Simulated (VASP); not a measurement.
# CsCdCl3 (P4/mmm) in VASP: a series of runs

Runs on CsCdCl3. Level: LDA. Tasks: single point.

Program: VASP 6.6.1. These are calculated values, not measurements. Logs are shortened: lines on timing, memory, paths and dates and some standing lists are left out, and cuts for length are marked.

### Step 1. The cell of the first run

The structure is tetragonal, space group P4/mmm (No. 123). Conventional cell: a = 5.044 Å, b = 5.044 Å, c = 5.122 Å, α = 90.00°, β = 90.00°, γ = 90.00°. Within 4.7 Å of Cs (site symmetry 4/mmm) lie 12 Cl at 3.57 to 3.59 Å and 8 Cd at 4.39 Å. Cd (site symmetry 4/mmm) has 6 Cl at 2.52 to 2.56 Å within 3.3 Å. Cl (site symmetry mmm) has 2 Cd at 2.52 Å within 3.3 Å. Cl (site symmetry 4/mmm) has 2 Cd at 2.56 Å within 3.4 Å.

### Step 2. Single point, LDA (strain -0.030 along x and y, -0.015 along z)

INCAR

```
PREC = Accurate
ENCUT = 520
EDIFF = 1E-6
ISMEAR = 0
SIGMA = 0.05
LREAL = False
LASPH = True
NELM = 60
ALGO = Normal
ISIF = 2
LWAVE = False
LCHARG = True
LELF = True
LVHAR = True
NBANDS = 29
```

KPOINTS

```
regular mesh
0
Gamma
  6 6 6
```

POSCAR

```
CsCdCl3
1.0
    5.0440000000      0.0000000000      0.0000000000
    0.0000000000      5.0440000000      0.0000000000
    0.0000000000      0.0000000000      5.1220000000
Cs Cd Cl
1 1 3
Direct
    0.0000000000      0.0000000000      0.0000000000
    0.5000000000      0.5000000000      0.5000000000
    0.0000000000      0.5000000000      0.5000000000
    0.5000000000      0.0000000000      0.5000000000
    0.5000000000      0.5000000000      0.0000000000
```

Potentials or basis: VASP PAW LDA potentials, release 64 (Cs_sv, Cd, Cl).

The run is started by

```sh
$ cat potpaw_LDA.64/Cs_sv/POTCAR potpaw_LDA.64/Cd/POTCAR potpaw_LDA.64/Cl/POTCAR > POTCAR
$ mpirun -np 1 vasp_std > vasp.out
```

OUTCAR:

```text
PREC = Accurate
   ENCUT = 520
   EDIFF = 1E-6
   ISMEAR = 0
   LREAL = False
   LASPH = True
   NELM = 60
   ISIF = 2

 ion  position               nearest neighbor table
   1  0.000  0.000  0.000-
   2  0.500  0.500  0.500-   3 2.52   4 2.52   4 2.52   3 2.52   5 2.56   5 2.56
   3  0.000  0.500  0.500-   2 2.52   2 2.52
   4  0.500  0.000  0.500-   2 2.52   2 2.52
   5  0.500  0.500  0.000-   2 2.56   2 2.56

  LATTYP: Found a simple tetragonal cell.
 ALAT       =     5.0440000000
 C/A-ratio  =     1.0154639175

  Lattice vectors:

 A1 = (   5.0440000000,   0.0000000000,   0.0000000000)
 A2 = (   0.0000000000,   5.0440000000,   0.0000000000)
 A3 = (   0.0000000000,   0.0000000000,   5.1220000000)

Analysis of symmetry for initial positions (statically):
=====================================================================
 Subroutine PRICEL returns:
 Original cell was already a primitive cell.

 Routine SETGRP: Setting up the symmetry group for a
 simple tetragonal supercell.

 Subroutine GETGRP returns: Found 16 space group operations
 (whereof 16 operations were pure point group operations)
 out of a pool of 16 trial point group operations.

The static configuration has the point symmetry D_4h.

Analysis of symmetry for dynamics (positions and initial velocities):
=====================================================================
 Subroutine PRICEL returns:
 Original cell was already a primitive cell.

 Routine SETGRP: Setting up the symmetry group for a
 simple tetragonal supercell.

 Subroutine GETGRP returns: Found 16 space group operations
 (whereof 16 operations were pure point group operations)
 out of a pool of 16 trial point group operations.

The dynamic configuration has the point symmetry D_4h.

 Subroutine INISYM returns: Found 16 space group operations
 (whereof 16 operations are pure point group operations),
 and found     1 'primitive' translations

----------------------------------------------------------------------------------------

                                     Primitive cell

  volume of cell :     130.3136

  direct lattice vectors                    reciprocal lattice vectors
     5.044000000  0.000000000  0.000000000     0.198255353  0.000000000  0.000000000
     0.000000000  5.044000000  0.000000000     0.000000000  0.198255353  0.000000000
[... 85 lines left out ...]
   ISPIN  =      1    spin polarized calculation?
   LNONCOLLINEAR =      F non collinear calculations
   LSORBIT =      F    spin-orbit coupling
   LASPH  =      T    aspherical Exc in radial PAW
   ENCUT  =  520.0 eV  38.22 Ry    6.18 a.u.   9.38  9.38  9.52*2*pi/ulx,y,z
   NELM   =     60;   NELMIN=  2; NELMDL= -5     # of ELM steps
   EDIFF  = 0.1E-05   stopping-criterion for ELM
   LREAL  =      F    real-space projection
   EDIFFG = 0.1E-04   stopping-criterion for IOM
   NSW    =      0    number of steps for IOM
   IBRION =     -1    ionic relax: 0-MD 1-quasi-New 2-CG
   NFREE  =      0    steps in history (QN), initial steepest desc. (CG)
   ISIF   =      2    stress and relaxation
   ISYM   =      2    0-nonsym 1-usesym 2-fastsym
   POTIM  = 0.5000    time-step for ionic-motion
   TEBEG  =    0.0;   TEEND  =   0.0 temperature during run
   PSTRESS=    0.0 pullay stress
   NELECT =      42.0000    total number of electrons
   NUPDOWN=      -1.0000    fix difference up-down
   EMIN   =  10.00;   EMAX   =-10.00  energy-range for DOS
   EFERMI =   0.00;   METHOD = LEGACY
   ISMEAR =     0;   SIGMA  =   0.05  broadening in eV -4-tet -1-fermi 0-gaus
   EFERMI_NEDOS =   21; number of points for ismear=-14 and -15
   IALGO  =     38    algorithm
   IMIX   =      4    mixing-type and parameters
     AMIX     =   0.40;   BMIX     =  1.00
     AMIX_MAG =   1.60;   BMIX_MAG =  1.00
  volume/ion in A,a.u.               =      26.06       175.88
  Fermi-wavevector in a.u.,A,eV,Ry     =   1.122435  2.121095 17.141452  1.259861
  Thomas-Fermi vector in A             =   2.259095
   LORBIT       =      0    0 simple, 1 ext, 2 COOP (PROOUT), +10 PAW based schemes
   GGA     = CA    functional components
   LHFCALC =     F    Hartree Fock is set to
   AEXX    =    0.0000 exact exchange contribution
   IVDW    =     0    specifies the selected vdW correction
   LEPSILON=     F    determine dielectric tensor
   LRPA    =     F    only Hartree local field effects (RPA)
 non-spin polarized calculation
 Gauss-broadening in eV      SIGMA  =   0.05
  energy-cutoff  :      520.00
  volume of cell :      130.31
 maximum number of plane-waves:      3531
 NGX is ok and might be reduce to    40
   NGX = 19   NGY = 19   NGZ = 19

 number of electron      42.0000001 magnetization

 Free energy of the ion-electron system (eV)
  ---------------------------------------------------
  ext. energy  EPLUGINS =         0.00000000
  ---------------------------------------------------
  free energy    TOTEN  =       -16.81526260 eV

  energy without entropy =      -16.81526260  energy(sigma->0) =      -16.81526260

 E-fermi :   0.9606     XC(G=0):  -9.4841

 val. band max:        0.6909584339   @ k =   0.5000   0.5000   0.5000
 cond. band min:       2.3068852980   @ k =   0.0000   0.0000   0.0000
 fundamental gap:      1.6159268641
 Fermi energy:         0.9606488016

 k-point     1 :       0.0000    0.0000    0.0000
  band No.  band energies     occupation
      1     -18.4215      2.00000
      2     -13.3774      2.00000
      3     -12.7510      2.00000
      4     -12.6797      2.00000
      5      -6.1205      2.00000
      6      -6.1086      2.00000
[... 757 lines left out ...]
     28       9.0824      0.00000
     29       9.5148      0.00000

 [... further k-points ...]
[... 5 lines left out ...]
  --------------------------------------------------------------------------------------
  -------------------------------------------------------------------------------------
  Total        1.4752714      1.4752714      0.7114927      0.0000000      0.0000000      0.0000000
  in kB       18.1381415     18.1381415      8.7476479      0.0000000      0.0000000      0.0000000
  external PRESSURE =      15.0079770 kB  Pullay stress =       0.0000000 kB

 VOLUME and BASIS-vectors are now :
 -----------------------------------------------------------------------------
  energy-cutoff  :      520.00
  volume of cell :      130.31
      direct lattice vectors                 reciprocal lattice vectors
     5.044000000  0.000000000  0.000000000     0.198255353  0.000000000  0.000000000
     0.000000000  5.044000000  0.000000000     0.000000000  0.198255353  0.000000000
     0.000000000  0.000000000  5.122000000     0.000000000  0.000000000  0.195236236

 POSITION                                       TOTAL-FORCE (eV/Angst)
 -----------------------------------------------------------------------------------
      0.00000      0.00000      0.00000         0.000000      0.000000      0.000000
      2.52200      2.52200      2.56100         0.000000      0.000000      0.000000
      0.00000      2.52200      2.56100         0.000000      0.000000      0.000000
      2.52200      0.00000      2.56100         0.000000      0.000000      0.000000
      2.52200      2.52200      0.00000         0.000000      0.000000      0.000000
 -----------------------------------------------------------------------------------
    total drift:                                0.000000      0.000000     -0.000000

  FREE ENERGIE OF THE ION-ELECTRON SYSTEM (eV)
  ---------------------------------------------------
  free  energy   TOTEN  =       -16.8152626034 eV

  energy  without entropy=      -16.8152626034  energy(sigma->0) =      -16.81526260
```

OSZICAR:

```text
N       E                     dE             d eps       ncg     rms          rms(c)
DAV:   1     0.292114468045E+03    0.29211E+03   -0.19914E+04  2320   0.131E+03
DAV:   2     0.343523008794E+01   -0.28868E+03   -0.27861E+03  2870   0.280E+02
DAV:   3    -0.175235566166E+02   -0.20959E+02   -0.20885E+02  2785   0.784E+01
DAV:   4    -0.177676338178E+02   -0.24408E+00   -0.24391E+00  2959   0.947E+00
DAV:   5    -0.177709247286E+02   -0.32909E-02   -0.32907E-02  2891   0.109E+00    0.104E+01
DAV:   6    -0.169352512705E+02    0.83567E+00   -0.15625E+00  3076   0.147E+01    0.836E+00
DAV:   7    -0.168234196724E+02    0.11183E+00   -0.61188E-01  2680   0.621E+00    0.384E+00
DAV:   8    -0.168180112642E+02    0.54084E-02   -0.18928E-01  2818   0.386E+00    0.825E-01
DAV:   9    -0.168157709434E+02    0.22403E-02   -0.27513E-02  2815   0.197E+00    0.384E-01
DAV:  10    -0.168152479390E+02    0.52300E-03   -0.34344E-03  2901   0.559E-01    0.546E-02
DAV:  11    -0.168152672058E+02   -0.19267E-04   -0.21971E-04  2704   0.106E-01    0.282E-02
DAV:  12    -0.168152628550E+02    0.43508E-05   -0.25249E-05  2930   0.426E-02    0.971E-03
DAV:  13    -0.168152626034E+02    0.25161E-06   -0.22160E-06  2710   0.136E-02
   1 F= -.16815263E+02 E0= -.16815263E+02  d E =-.804639E-16
```

stdout:

```text
POSCAR found type information on POSCAR CsCdCl
 POSCAR found :  3 types and       5 ions
 scaLAPACK will be used
 LDA part: xc-table for (Slater(with rela. corr.)+CA(PZ))
 , standard interpolation
 POSCAR, INCAR and KPOINTS ok, starting setup
 FFT: planning ... GRIDC
 FFT: planning ... GRID_SOFT
 FFT: planning ... GRID
 WAVECAR not read
 entering main loop
```

Wall time 61 s (1 thread of Intel Xeon 6975P-C (Granite Rapids), shared host); peak memory 0.28 GiB.

Results:

```yaml
Free_energy: -16.8153 eV
Pressure: 1.5 GPa
Band_gap_on_the_k_mesh: 1.62 eV, indirect (least direct gap 2.45 eV)
```

Caveat: the cell differs from its parent crystal (strain -0.030 along x and y, -0.015 along z); spin-orbit coupling is left out, which moves the levels of the heavy elements.

### Step 3. Single point, LDA (strain -0.030 along x and y, +0.000 along z)

INCAR

```
PREC     = Accurate       # precision mode
ENCUT    = 520            # plane-wave cutoff, eV
EDIFF    = 1E-6           # SCF threshold, eV
ISMEAR   = 0              # smearing method
SIGMA    = 0.05           # smearing width, eV
LREAL    = F              # projectors in reciprocal space
LASPH    = T              # aspherical terms in the spheres
NELM     = 80             # most SCF steps
ALGO     = Normal         # electronic algorithm
ISIF     = 2              # what is computed and relaxed
LWAVE    = F              # write WAVECAR
LCHARG   = T              # write CHGCAR
LELF     = T              # ELF
LVHAR    = T            
NBANDS   = 29             # bands
```

KPOINTS

```
Automatic mesh
0
Gamma
  6 6 6
```

POSCAR, as its differences from that of step 2:

```diff
@@ -4,3 +4,3 @@
     0.0000000000      5.0440000000      0.0000000000
-    0.0000000000      0.0000000000      5.1220000000
+    0.0000000000      0.0000000000      5.2000000000
 Cs Cd Cl
```

Potentials or basis: VASP PAW LDA potentials, release 64 (Cs_sv, Cd, Cl).

The run is started by

```sh
$ cat potpaw_LDA.64/Cs_sv/POTCAR potpaw_LDA.64/Cd/POTCAR potpaw_LDA.64/Cl/POTCAR > POTCAR
$ mpirun -np 1 vasp_std > vasp.out
```

Run time: 57 s. Hardware: 1 thread of Intel Xeon 6975P-C (Granite Rapids), shared host; peak memory 0.28 GiB.

It converged, with:

* Free energy: -16.8191 eV
* Pressure: 0.8 GPa
* Band gap on the k mesh: 1.56 eV, indirect (least direct gap 2.39 eV)

Stress tensor (GPa, compression positive):
```
 1.40  0.00  0.00
 0.00  1.40  0.00
 0.00  0.00 -0.32
```

Levels at points of the mesh, in eV from the valence-band top:
```
           k point  band 17  band 18  band 19  band 20  band 21  band 22  band 23  band 24  band 25  band 26
(0.00, 0.00, 0.00)    -1.22    -1.22    -0.83    -0.83    -0.83     1.56     5.48     5.52     5.64     6.86
(0.50, 0.00, 0.00)    -1.50    -1.24    -1.23    -1.17    -1.15     4.58     6.88     7.13     7.49     7.97
(0.50, 0.50, 0.00)    -1.50    -1.25    -1.25    -0.52    -0.01     6.54     7.07     7.07     7.56     8.05
(0.00, 0.00, 0.50)    -1.51    -1.17    -1.17    -1.13    -1.13     4.23     6.78     6.87     7.55     7.83
(0.50, 0.00, 0.50)    -1.43    -1.42    -1.41    -0.57    -0.13     6.30     6.85     7.17     7.48     7.86
(0.50, 0.50, 0.50)    -0.54    -0.54    -0.50    -0.16     0.00     5.39     5.56     5.56     7.14     8.33
```

Caveat: the cell differs from its parent crystal (strain -0.030 along x and y, +0.000 along z); spin-orbit coupling is left out, which moves the levels of the heavy elements.

[end of part 1 of 2]
